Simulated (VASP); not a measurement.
# Rh (P6/mmm) in VASP: notebook, part 2 of 2

VASP 6.6.1. Earlier steps stand in the parts before.

## (3) Relaxation of cell and atoms, revPBE

This run uses another cell than the first one, of 13.75 Å³/atom, 0.937 times its volume.

Input file INCAR:

```
SYSTEM = Rh
PREC = Accurate
ENCUT = 600
EDIFF = 1E-6
ISMEAR = -1
SIGMA = 0.1
LREAL = .FALSE.
LASPH = .TRUE.
NELM = 100
ALGO = Normal
ISIF = 3
LWAVE = .FALSE.
LCHARG = .FALSE.
GGA = RE
IBRION = 2
NSW = 80
EDIFFG = -0.01
```

Input file KPOINTS:

```
Automatic mesh
0
G
  9 9 12
  0 0 0
```

Input file POSCAR:

```
Rh
1.0
    4.2673781655      0.0000000000      0.0000000000
   -2.1336890828      3.6956578989      0.0000000000
    0.0000000000      0.0000000000      2.6159028155
Rh
3
Direct
    0.0000000000      0.0000000000      0.0000000000
    0.3333333333      0.6666666667      0.5000000000
    0.6666666667      0.3333333333      0.5000000000
```

Potentials or basis: VASP PAW PBE potentials, release 64 (Rh_pv).

The run is started by

```sh
$ cat potpaw_PBE.64/Rh_pv/POTCAR > POTCAR
$ mpirun -np 1 vasp_std > vasp.out
```

OUTCAR:

```text
SYSTEM = Rh
   PREC = Accurate
   ENCUT = 600
   EDIFF = 1E-6
   ISMEAR = -1
   LREAL = .FALSE.
   LASPH = .TRUE.
   NELM = 100
   ISIF = 3
   GGA = RE
   IBRION = 2
   NSW = 80
   EDIFFG = -0.01

 ion  position               nearest neighbor table
   1  0.000  0.000  0.000-   2 2.79   3 2.79   2 2.79   3 2.79   3 2.79   3 2.79   2 2.79   2 2.79
                             3 2.79   3 2.79   2 2.79   2 2.79
   2  0.333  0.667  0.500-   3 2.46   3 2.46   3 2.46   1 2.79   1 2.79   1 2.79   1 2.79   1 2.79
                             1 2.79
   3  0.667  0.333  0.500-   2 2.46   2 2.46   2 2.46   1 2.79   1 2.79   1 2.79   1 2.79   1 2.79
                             1 2.79

  LATTYP: Found a hexagonal cell.
 ALAT       =     4.2673781655
 C/A-ratio  =     0.6130000000

  Lattice vectors:

 A1 = (   4.2673781655,   0.0000000000,   0.0000000000)
 A2 = (  -2.1336890828,   3.6956578989,   0.0000000000)
 A3 = (   0.0000000000,   0.0000000000,   2.6159028155)

Analysis of symmetry for initial positions (statically):
=====================================================================
 Subroutine PRICEL returns:
 Original cell was already a primitive cell.

 Routine SETGRP: Setting up the symmetry group for a
 hexagonal supercell.

 Subroutine GETGRP returns: Found 24 space group operations
 (whereof 24 operations were pure point group operations)
 out of a pool of 24 trial point group operations.

The static configuration has the point symmetry D_6h.

Analysis of symmetry for dynamics (positions and initial velocities):
=====================================================================
 Subroutine PRICEL returns:
 Original cell was already a primitive cell.

 Routine SETGRP: Setting up the symmetry group for a
 hexagonal supercell.

 Subroutine GETGRP returns: Found 24 space group operations
 (whereof 24 operations were pure point group operations)
 out of a pool of 24 trial point group operations.

The dynamic configuration has the point symmetry D_6h.

 Subroutine INISYM returns: Found 24 space group operations
 (whereof 24 operations are pure point group operations),
 and found     1 'primitive' translations

[... 137 lines left out ...]
 number of electron      44.9999998 magnetization

 Free energy of the ion-electron system (eV)
  ---------------------------------------------------
  ext. energy  EPLUGINS =         0.00000000
  ---------------------------------------------------
  free energy    TOTEN  =       -19.55370127 eV

  energy without entropy =      -19.37319690  energy(sigma->0) =      -19.46344908

------------------------ aborting loop because EDIFF is reached ----------------------------------------

  FORCE on cell =-STRESS in cart. coord.  units (eV):
  Direction    XX          YY          ZZ          XY          YZ          ZX
  --------------------------------------------------------------------------------------
  -------------------------------------------------------------------------------------
  Total        4.4629725      4.4629725      4.2492354     -0.0000000      0.0000000     -0.0000000
  in kB      173.3246347    173.3246347    165.0239117     -0.0000000      0.0000000     -0.0000000
  external PRESSURE =     170.5577270 kB  Pullay stress =       0.0000000 kB
[... 24 lines left out ...]
--------------------------------------- Ionic step        2  -------------------------------------------

 number of electron      45.0000005 magnetization

 E-fermi :   8.6173     XC(G=0): -12.6498

 val. band max:        8.6066086612   @ k =   0.1111   0.1111   0.1667
 cond. band min:       8.6177519708   @ k =   0.3333   0.2222   0.3333
 fundamental gap:      0.0111433096
 Fermi energy:         8.6173380437

 k-point     1 :       0.0000    0.0000    0.0000
  band No.  band energies     occupation
      1     -37.8199      2.00000
      2     -37.8199      2.00000
      3     -37.5676      2.00000
      4     -37.5676      2.00000
      5     -37.4319      2.00000
      6     -37.3694      2.00000
[... 778 lines left out ...]
  FREE ENERGIE OF THE ION-ELECTRON SYSTEM (eV)
  ---------------------------------------------------
  free  energy   TOTEN  =       -19.6898206138 eV

  energy  without entropy=      -19.4884099601  energy(sigma->0) =      -19.58911529

[... ionic steps 4 to 7 ...]

--------------------------------------- Ionic step        8  -------------------------------------------

 number of electron      45.0000005 magnetization

------------------------ aborting loop because EDIFF is reached ----------------------------------------
[... 69 lines left out ...]
--------------------------------------- Ionic step       10  -------------------------------------------

 number of electron      45.0000004 magnetization

 Free energy of the ion-electron system (eV)
  ---------------------------------------------------
  ext. energy  EPLUGINS =         0.00000000
  ---------------------------------------------------
  free energy    TOTEN  =       -19.69028085 eV

  energy without entropy =      -19.48996147  energy(sigma->0) =      -19.59012116

 E-fermi :  10.8594     XC(G=0): -13.5265

 val. band max:       10.8524817772   @ k =   0.3333   0.2222   0.3333
 cond. band min:      10.8610330790   @ k =   0.2222   0.0000   0.0833
 fundamental gap:      0.0085513018
 Fermi energy:        10.8594141740

 k-point     1 :       0.0000    0.0000    0.0000
  band No.  band energies     occupation
      1     -36.0325      2.00000
      2     -36.0325      2.00000
      3     -35.6806      2.00000
      4     -35.6806      2.00000
      5     -35.4812      2.00000
      6     -35.3808      2.00000
[... 741 lines left out ...]
  FREE ENERGIE OF THE ION-ELECTRON SYSTEM (eV)
  ---------------------------------------------------
  free  energy   TOTEN  =       -19.6902808542 eV

  energy  without entropy=      -19.4899614702  energy(sigma->0) =      -19.59012116

 reached required accuracy - stopping structural energy minimisation
```

OSZICAR:

```text
N       E                     dE             d eps       ncg     rms          rms(c)
DAV:   1     0.585275092292E+03    0.58528E+03   -0.30189E+04  4544   0.210E+03
DAV:   2    -0.249191824108E+01   -0.58777E+03   -0.57669E+03  4750   0.614E+02
DAV:   3    -0.205470583265E+02   -0.18055E+02   -0.17113E+02  4799   0.112E+02
DAV:   4    -0.207720534379E+02   -0.22500E+00   -0.22433E+00  4737   0.123E+01
[... 85 lines left out ...]
DAV:   2    -0.196902800751E+02    0.15122E-02   -0.57798E-03  4539   0.671E-01    0.650E-02
DAV:   3    -0.196905208955E+02   -0.24082E-03   -0.14582E-03  4607   0.416E-01    0.171E-01
DAV:   4    -0.196902663215E+02    0.25457E-03   -0.91100E-04  4631   0.329E-01    0.264E-02
DAV:   5    -0.196902804729E+02   -0.14151E-04   -0.21984E-05  4587   0.426E-02    0.418E-03
DAV:   6    -0.196902808542E+02   -0.38122E-06   -0.71345E-07  2370   0.913E-03
  10 F= -.19690281E+02 E0= -.19590121E+02  d E =-.205250E-04
```

CONTCAR:

```text
Rh
   1.00000000000000
     4.3580300140685804   -0.0000000000012262   -0.0000000000000000
    -2.1790150070864147    3.7741647026624232    0.0000000000000000
    -0.0000000000000000    0.0000000000000000    2.6746242471164297
  Rh
     3
Direct
     0.0000000000000000    0.0000000000000000    0.0000000000000000
     0.3333333332999970    0.6666666667000030    0.5000000000000000
     0.6666666667000030    0.3333333332999970    0.5000000000000000

  0.00000000E+00  0.00000000E+00  0.00000000E+00
  0.00000000E+00  0.00000000E+00  0.00000000E+00
  0.00000000E+00  0.00000000E+00  0.00000000E+00
```

It took 22 min on 1 thread of AMD EPYC 7R13, shared host; peak memory 0.22 GiB.

Results:

```
Free energy                            : -19.6903 eV
Relaxed volume                         : 14.66 Å³/atom
Relaxed cell                           : a = 4.358 Å, b = 4.358 Å, c = 2.675 Å, α = 90.00°, β = 90.00°, γ = 120.00°
Space group after relaxing (to 0.05 Å) : P6/mmm (No. 191)
Energy gained by relaxing              : 45.5 meV/atom
Ionic steps                            : 10
Pressure after relaxing                : 0.0 GPa
```

The path:
```
step  energy change (eV)  largest force (eV/Å)  pressure (GPa)  volume (Å³)
   1              0.0000                0.0000           17.06        41.25
   2              0.3845                0.0000          -21.57        50.63
   3             -0.1361                0.0000           -0.68        44.13
   4             -0.1364                0.0000           -0.09        44.01
   5             -0.1364                0.0000            0.18        43.95
   6             -0.1366                0.0000            0.18        43.96
   7             -0.1366                0.0000            0.18        43.96
   8             -0.1366                0.0000            0.18        43.96
   9             -0.1365                0.0000           -0.23        44.05
  10             -0.1366                0.0000            0.00        43.99
```

Final structure:
```cif
data_structure
_symmetry_space_group_name_H-M 'P 1'
_symmetry_Int_Tables_number 1
_cell_length_a 4.3580
_cell_length_b 4.3580
_cell_length_c 2.6746
_cell_angle_alpha 90.000
_cell_angle_beta 90.000
_cell_angle_gamma 120.000
_cell_volume 43.99
loop_
_atom_site_label
_atom_site_type_symbol
_atom_site_fract_x
_atom_site_fract_y
_atom_site_fract_z
_atom_site_occupancy
Rh1 Rh 0.00000 0.00000 0.00000 1
Rh2 Rh 0.33333 0.66667 0.50000 1
Rh3 Rh 0.66667 0.33333 0.50000 1
```

Caveat: the PAW data sets were made with another functional, which shifts forces and pressure a little.
